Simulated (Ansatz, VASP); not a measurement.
# HfC in VASP and in Ansatz

```
CELL_PARAMETERS angstrom
3.34287 0.00000 0.00000
-1.67143 2.89501 0.00000
0.00000 0.00000 5.20271
ATOMIC_POSITIONS crystal
Hf 0.66667 0.33333 0.75000
Hf 0.33333 0.66667 0.25000
C 0.00000 0.00000 0.00000
C 0.00000 0.00000 0.50000
```

Alike in both runs: task single point; functional PBEsol; k mesh 10 × 10 × 6; occupations fermi-dirac, width 0.1 eV; no spin polarisation.

|  | VASP | Ansatz |
| --- | --- | --- |
| version | VASP 6.6.1 | Ansatz 0.2.0 |
| potentials or method | VASP PAW PBE potentials, release 64 (Hf_pv, C), cutoff 600 eV | plane waves, PAW |
| valence electrons in the cell | 28 | 60 |

VASP gave:

| Quantity | Value |
| --- | --- |
| pressure (GPa) | -8.0 |
| traceless stress, the component that is largest in VASP (GPa) | 1.15 |

Task: Estimate Ansatz's values.

Result: Pressure (GPa): -7.4; traceless stress, the component that is largest in VASP (GPa): 1.13.

VASP's potentials were made for PBE, not for PBEsol. The functional is the same, so the differences come from potentials, cutoffs and numerics. VASP's potentials hold 28 valence electrons a cell and Ansatz's 60, so a difference there can come from the potentials and not from the codes.

Spin-orbit coupling is off throughout.
